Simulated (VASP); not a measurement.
# CoSi2 (I4mm) in VASP: further runs

CoSi2 is run at these levels: PBE; tasks: single point.

Program: VASP 6.6.1. These are calculated values, not measurements. Logs are shortened: lines on timing, memory, paths and dates and some standing lists are left out, and cuts for length are marked.

**1. The cell of the first run**

It takes space group I4mm (No. 107, tetragonal). Conventional cell: a = 3.790 Å, b = 3.790 Å, c = 5.360 Å, α = 90.00°, β = 90.00°, γ = 90.00°. Co (site symmetry 4mm) has 8 Si at 2.21 to 2.44 Å within 2.9 Å. Si (site symmetry 2mm) has 4 Co at 2.21 to 2.44 Å and 6 Si at 2.68 Å within 2.9 Å.

**2. Single point, PBE (all Si atoms moved -0.200 Å, as atom 2 along Cartesian [0 1 0])**

INCAR

```
ALGO = Normal
EDIFF = 1E-7
ENCUT = 520
GGA = PE
ISIF = 2
ISMEAR = 0
LASPH = T
LCHARG = F
LREAL = F
LWAVE = F
NBANDS = 16
NELM = 100
PREC = Accurate
SIGMA = 0.15
```

KPOINTS

```
k-points
0
Gamma
  16 16 16
```

POSCAR

```
CoSi2
1.0
    0.0000000000      2.6799390578      2.6799390578
    2.6799390578      0.0000000000      2.6799390578
    2.6799390578      2.6799390578      0.0000000000
Co Si
1 2
Direct
    0.0000000000      0.0000000000      0.0000000000
    0.2126857187      0.2873142813      0.2126857187
    0.7126857187      0.7873142813      0.7126857187
```

Potentials or basis: VASP PAW PBE potentials, release 64 (Co, Si).

On the command line:

```sh
$ cat potpaw_PBE.64/Co/POTCAR potpaw_PBE.64/Si/POTCAR > POTCAR
$ mpirun -np 1 vasp_std > vasp.out
```

OUTCAR:

```text
EDIFF = 1E-7
   ENCUT = 520
   GGA = PE
   ISIF = 2
   ISMEAR = 0
   LASPH = T
   LREAL = F
   NELM = 100
   PREC = Accurate

 ion  position               nearest neighbor table
   1  0.000  0.000  0.000-   3 2.21   3 2.21   2 2.21   2 2.21   3 2.44   2 2.44   3 2.44   2 2.44

   2  0.213  0.287  0.213-   1 2.21   1 2.21   1 2.44   1 2.44   3 2.68   3 2.68   3 2.68   3 2.68
                             3 2.68   3 2.68
   3  0.713  0.787  0.713-   1 2.21   1 2.21   1 2.44   1 2.44   2 2.68   2 2.68   2 2.68   2 2.68
                             2 2.68   2 2.68

  LATTYP: Found a face centered cubic cell.
 ALAT       =     5.3598781156

  Lattice vectors:

 A1 = (   0.0000000000,   2.6799390578,   2.6799390578)
 A2 = (   2.6799390578,   0.0000000000,   2.6799390578)
 A3 = (   2.6799390578,   2.6799390578,   0.0000000000)

Analysis of symmetry for initial positions (statically):
=====================================================================
 Subroutine PRICEL returns:
 Original cell was already a primitive cell.

 Routine SETGRP: Setting up the symmetry group for a
 face centered cubic supercell.

 Subroutine GETGRP returns: Found  8 space group operations
 (whereof  8 operations were pure point group operations)
 out of a pool of 48 trial point group operations.

The static configuration has the point symmetry C_4v.

Analysis of symmetry for dynamics (positions and initial velocities):
=====================================================================
 Subroutine PRICEL returns:
 Original cell was already a primitive cell.

 Routine SETGRP: Setting up the symmetry group for a
 face centered cubic supercell.

 Subroutine GETGRP returns: Found  8 space group operations
 (whereof  8 operations were pure point group operations)
 out of a pool of 48 trial point group operations.

The dynamic configuration has the point symmetry C_4v.

 Subroutine INISYM returns: Found  8 space group operations
 (whereof  8 operations are pure point group operations),
 and found     1 'primitive' translations

----------------------------------------------------------------------------------------

                                     Primitive cell

  volume of cell :      38.4950

  direct lattice vectors                    reciprocal lattice vectors
     0.000000000  2.679939058  2.679939058    -0.186571407  0.186571407  0.186571407
     2.679939058  0.000000000  2.679939058     0.186571407 -0.186571407  0.186571407
     2.679939058  2.679939058  0.000000000     0.186571407  0.186571407 -0.186571407

  length of vectors
     3.790006162  3.790006162  3.790006162     0.323151156  0.323151156  0.323151156

  position of ions in fractional coordinates (direct lattice)
     0.000000000  0.000000000  0.000000000
     0.212685719  0.287314281  0.212685719
     0.712685719  0.787314281  0.712685719

  ion indices of the primitive-cell ions
   primitive index   ion index
                 1           1
                 2           2
                 3           3

----------------------------------------------------------------------------------------

 KPOINTS: k-points

Automatic generation of k-mesh.
 Grid dimensions read from file:
 generate k-points for:   16   16   16

 Generating k-lattice:

  Cartesian coordinates                     Fractional coordinates (reciprocal lattice)
    -0.011660713  0.011660713  0.011660713     0.062500000  0.000000000  0.000000000
     0.011660713 -0.011660713  0.011660713     0.000000000  0.062500000  0.000000000
     0.011660713  0.011660713 -0.011660713     0.000000000  0.000000000  0.062500000

  Length of vectors
     0.020196947  0.020196947  0.020196947

  Shift w.r.t. Gamma in fractional coordinates (k-lattice)
     0.000000000  0.000000000  0.000000000

 Subroutine IBZKPT returns following result:
 ===========================================

 Found    349 irreducible k-points:

 Following reciprocal coordinates:
            Coordinates               Weight
  0.000000  0.000000  0.000000      1.000000
  0.062500  0.000000  0.000000      8.000000
  0.125000  0.000000  0.000000      8.000000
  0.187500  0.000000  0.000000      8.000000
  0.250000  0.000000  0.000000      8.000000
  0.312500  0.000000  0.000000      8.000000
[... 16 lines left out ...]
  0.062500  0.000000  0.437500      8.000000
  0.500000  0.062500  0.000000     16.000000
 [... further k-points ...]
   k-points           NKPTS =    349   k-points in BZ     NKDIM =    349   number of bands    NBANDS=     16
   number of dos      NEDOS =    301   number of ions     NIONS =      3
   total plane-waves  NPLWV =  21952
   dimension x,y,z NGX =    28 NGY =   28 NGZ =   28
   dimension x,y,z NGXF=    56 NGYF=   56 NGZF=   56
   ions per type =               1   2
   NGX,Y,Z   is equivalent  to a cutoff of  12.28, 12.28, 12.28 a.u.
   NGXF,Y,Z  is equivalent  to a cutoff of  24.56, 24.56, 24.56 a.u.
 SYSTEM =  unknown system
   PREC   = accura    normal or accurate (medium, high low for compatibility)
   ISTART =      0    job   : 0-new  1-cont  2-samecut
   ICHARG =      2    charge: 1-file 2-atom 10-const
   ISPIN  =      1    spin polarized calculation?
   LNONCOLLINEAR =      F non collinear calculations
   LSORBIT =      F    spin-orbit coupling
   LASPH  =      T    aspherical Exc in radial PAW
   ENCUT  =  520.0 eV  38.22 Ry    6.18 a.u.   7.05  7.05  7.05*2*pi/ulx,y,z
   NELM   =    100;   NELMIN=  2; NELMDL= -5     # of ELM steps
   EDIFF  = 0.1E-06   stopping-criterion for ELM
   LREAL  =      F    real-space projection
   EDIFFG = 0.1E-05   stopping-criterion for IOM
   NSW    =      0    number of steps for IOM
   IBRION =     -1    ionic relax: 0-MD 1-quasi-New 2-CG
   NFREE  =      0    steps in history (QN), initial steepest desc. (CG)
   ISIF   =      2    stress and relaxation
   ISYM   =      2    0-nonsym 1-usesym 2-fastsym
   POTIM  = 0.5000    time-step for ionic-motion
   TEBEG  =    0.0;   TEEND  =   0.0 temperature during run
   PSTRESS=    0.0 pullay stress
   NELECT =      17.0000    total number of electrons
   NUPDOWN=      -1.0000    fix difference up-down
   EMIN   =  10.00;   EMAX   =-10.00  energy-range for DOS
   EFERMI =   0.00;   METHOD = LEGACY
   ISMEAR =     0;   SIGMA  =   0.15  broadening in eV -4-tet -1-fermi 0-gaus
   EFERMI_NEDOS =   21; number of points for ismear=-14 and -15
   IALGO  =     38    algorithm
   IMIX   =      4    mixing-type and parameters
     AMIX     =   0.40;   BMIX     =  1.00
     AMIX_MAG =   1.60;   BMIX_MAG =  1.00
  volume/ion in A,a.u.               =      12.83        86.59
  Fermi-wavevector in a.u.,A,eV,Ry     =   1.246684  2.355890 21.146444  1.554220
  Thomas-Fermi vector in A             =   2.380850
   LORBIT       =      0    0 simple, 1 ext, 2 COOP (PROOUT), +10 PAW based schemes
   GGA     = PE    functional components
   LHFCALC =     F    Hartree Fock is set to
   AEXX    =    0.0000 exact exchange contribution
   IVDW    =     0    specifies the selected vdW correction
   LEPSILON=     F    determine dielectric tensor
   LRPA    =     F    only Hartree local field effects (RPA)
 non-spin polarized calculation
 Gauss-broadening in eV      SIGMA  =   0.15
  energy-cutoff  :      520.00
  volume of cell :       38.50
 maximum number of plane-waves:      1056
   NGX = 15   NGY = 15   NGZ = 15

 number of electron      16.9999995 magnetization

 Free energy of the ion-electron system (eV)
  ---------------------------------------------------
  ext. energy  EPLUGINS =         0.00000000
  ---------------------------------------------------
  free energy    TOTEN  =       -19.06763926 eV

  energy without entropy =      -19.05582413  energy(sigma->0) =      -19.06173169

 E-fermi :  10.0694     XC(G=0): -11.7300

 val. band max:       10.0685740052   @ k =  -0.1250   0.1250   0.0000
 cond. band min:      10.0706162921   @ k =   0.3750   0.2500   0.0625
 fundamental gap:      0.0020422869
 Fermi energy:        10.0694050084

 k-point     1 :       0.0000    0.0000    0.0000
  band No.  band energies     occupation
      1      -3.0392      2.00000
      2       5.9138      2.00000
      3       6.0124      2.00000
      4       6.0124      2.00000
      5       8.0810      2.00000
      6       8.1241      2.00000
[... 8 lines left out ...]
     15      15.7891      0.00000
     16      15.8184      0.00000

 k-point     2 :       0.0625    0.0000    0.0000
  band No.  band energies     occupation
      1      -2.9799      2.00000
      2       5.8067      2.00000
      3       5.9926      2.00000
      4       6.0329      2.00000
      5       8.0618      2.00000
      6       8.1064      2.00000
[... 8 lines left out ...]
     15      15.5974      0.00000
     16      15.8234      0.00000

 k-point     3 :       0.1250    0.0000    0.0000
  band No.  band energies     occupation
      1      -2.8028      2.00000
      2       5.4045      2.00000
      3       6.0437      2.00000
      4       6.0915      2.00000
      5       8.0128      2.00000
      6       8.0613      2.00000
[... 8 lines left out ...]
     15      15.5149      0.00000
     16      15.8948      0.00000

 k-point     4 :       0.1875    0.0000    0.0000
  band No.  band energies     occupation
      1      -2.5098      2.00000
      2       4.7939      2.00000
      3       6.1340      2.00000
      4       6.1787      2.00000
      5       7.9568      2.00000
      6       8.0108      2.00000
[... 8 lines left out ...]
     15      15.9629      0.00000
     16      16.7362      0.00000
[... 324 lines left out ...]
 k-point    22 :       0.4375    0.0625    0.0000
  band No.  band energies     occupation
      1      -0.4767      2.00000
      2       1.7648      2.00000
      3       6.4027      2.00000
      4       6.4178      2.00000
      5       7.7907      2.00000
      6       8.0547      2.00000
[... 8 lines left out ...]
     15      20.1271      0.00000
     16      20.6169      0.00000

 k-point    23 :       0.0625    0.0000    0.4375
  band No.  band energies     occupation
      1      -0.4772      2.00000
      2       1.7624      2.00000
      3       6.4071      2.00000
      4       6.4110      2.00000
      5       7.7418      2.00000
      6       8.2099      2.00000
[... 8 lines left out ...]
     15      20.1108      0.00000
     16      20.6008      0.00000

 k-point    24 :       0.5000    0.0625    0.0000
  band No.  band energies     occupation
      1       0.2114      2.00000
      2       0.9761      2.00000
      3       6.3802      2.00000
      4       6.4685      2.00000
      5       7.7138      2.00000
      6       8.1591      2.00000
[... 8 lines left out ...]
     15      20.4927      0.00000
     16      21.0516      0.00000

 [... further k-points ...]

------------------------ aborting loop because EDIFF is reached ----------------------------------------

  FORCE on cell =-STRESS in cart. coord.  units (eV):
  Direction    XX          YY          ZZ          XY          YZ          ZX
  --------------------------------------------------------------------------------------
  -------------------------------------------------------------------------------------
  Total        0.8850138      0.4408543      0.8850138      0.0000000      0.0000000      0.0000000
  in kB       36.8345939     18.3485131     36.8345939      0.0000000      0.0000000      0.0000000
  external PRESSURE =      30.6725670 kB  Pullay stress =       0.0000000 kB

 VOLUME and BASIS-vectors are now :
 -----------------------------------------------------------------------------
  energy-cutoff  :      520.00
  volume of cell :       38.50
      direct lattice vectors                 reciprocal lattice vectors
     0.000000000  2.679939058  2.679939058    -0.186571407  0.186571407  0.186571407
     2.679939058  0.000000000  2.679939058     0.186571407 -0.186571407  0.186571407
     2.679939058  2.679939058  0.000000000     0.186571407  0.186571407 -0.186571407

 POSITION                                       TOTAL-FORCE (eV/Angst)
 -----------------------------------------------------------------------------------
      0.00000      0.00000      0.00000         0.000000     -2.325808      0.000000
      1.33997      1.13997      1.33997         0.000000      1.162904      0.000000
      4.01991      3.81991      4.01991         0.000000      1.162904      0.000000
 -----------------------------------------------------------------------------------
    total drift:                                0.000001      0.000159      0.000001

  FREE ENERGIE OF THE ION-ELECTRON SYSTEM (eV)
  ---------------------------------------------------
  free  energy   TOTEN  =       -19.0676392556 eV

  energy  without entropy=      -19.0558241308  energy(sigma->0) =      -19.06173169
```

Run time: 94 s. Hardware: 1 thread of Intel Xeon 6975P-C (Granite Rapids), shared host; peak memory 0.31 GiB.

What came out:

| Item | Value |
| --- | --- |
| Free energy | -19.0676 eV |
| Pressure | 3.1 GPa |
| Largest force | 2.326 eV/Å |

Forces in eV/Å, atoms in the order of the input:
```
Co   0.000 -2.326  0.000
Si   0.000  1.163  0.000
Si   0.000  1.163  0.000
```

Stress tensor (GPa, compression positive):
```
3.68 0.00 0.00
0.00 1.83 0.00
0.00 0.00 3.68
```

Caveat: the cell differs from its parent crystal (all Si atoms moved -0.200 Å, as atom 2 along Cartesian [0 1 0]); forces of over 1 eV/Å act on the atoms, so gaps and moduli don't describe the material at rest. Spin polarisation is off, so any magnetic state and its effect on volume and gap are missing.

**3. Single point, PBE (all Si atoms moved +0.150 Å, as atom 2 along Cartesian [0 1 0])**

INCAR

```
ALGO = Normal ; EDIFF = 1E-7
ENCUT = 520 ; GGA = PE
ISIF = 2 ; ISMEAR = 0
LASPH = T ; LCHARG = F
LREAL = F ; LWAVE = F
NBANDS = 16 ; NELM = 80
PREC = Accurate ; SIGMA = 0.15
```

KPOINTS is that of step 2.

POSCAR

```
CoSi2
1.0
    0.0000000000      2.6799390578      2.6799390578
    2.6799390578      0.0000000000      2.6799390578
    2.6799390578      2.6799390578      0.0000000000
Co Si
1 2
Direct
    0.0000000000      0.0000000000      0.0000000000
    0.2779857110      0.2220142890      0.2779857110
    0.7779857110      0.7220142890      0.7779857110
```

Potentials or basis: VASP PAW PBE potentials, release 64 (Co, Si).

On the command line:

```sh
$ cat potpaw_PBE.64/Co/POTCAR potpaw_PBE.64/Si/POTCAR > POTCAR
$ mpirun -np 1 vasp_std > vasp.out
```

Run time: 84 s. Hardware: 1 thread of Intel Xeon 6975P-C (Granite Rapids), shared host; peak memory 0.32 GiB.

The run converged. Its results:

```yaml
Free_energy: -19.1694 eV
Pressure: 1.7 GPa
Largest_force: 1.744 eV/Å
```

Forces in eV/Å, atoms in the order of the input:
```
Co   0.000  1.744  0.000
Si   0.000 -0.872  0.000
Si   0.000 -0.872  0.000
```

Stress tensor (GPa, compression positive):
```
2.01 0.00 0.00
0.00 0.98 0.00
0.00 0.00 2.01
```

Levels at points of the mesh, in eV from the Fermi level:
| k point | band 5 | band 6 | band 7 | band 8 | band 9 | band 10 | band 11 | band 12 | band 13 | band 14 |
| --- | --- | --- | --- | --- | --- | --- | --- | --- | --- | --- |
| (0.00, 0.00, 0.00) | -1.94 | -1.92 | 0.68 | 3.05 | 3.05 | 3.48 | 3.51 | 3.77 | 3.77 | 5.70 |
| (0.50, 0.00, 0.00) | -2.20 | -1.73 | -1.65 | -0.42 | -0.36 | 2.48 | 3.40 | 3.61 | 4.30 | 10.37 |
| (0.50, 0.50, 0.00) | -3.66 | -2.02 | -1.94 | -1.87 | -1.35 | 1.54 | 2.91 | 8.52 | 9.54 | 9.57 |
| (0.50, 0.00, 0.50) | -3.69 | -1.89 | -1.89 | -1.86 | -1.38 | 1.52 | 2.89 | 8.62 | 9.53 | 9.53 |

Caveat: the cell differs from its parent crystal (all Si atoms moved +0.150 Å, as atom 2 along Cartesian [0 1 0]); forces of over 1 eV/Å act on the atoms, so gaps and moduli don't describe the material at rest.
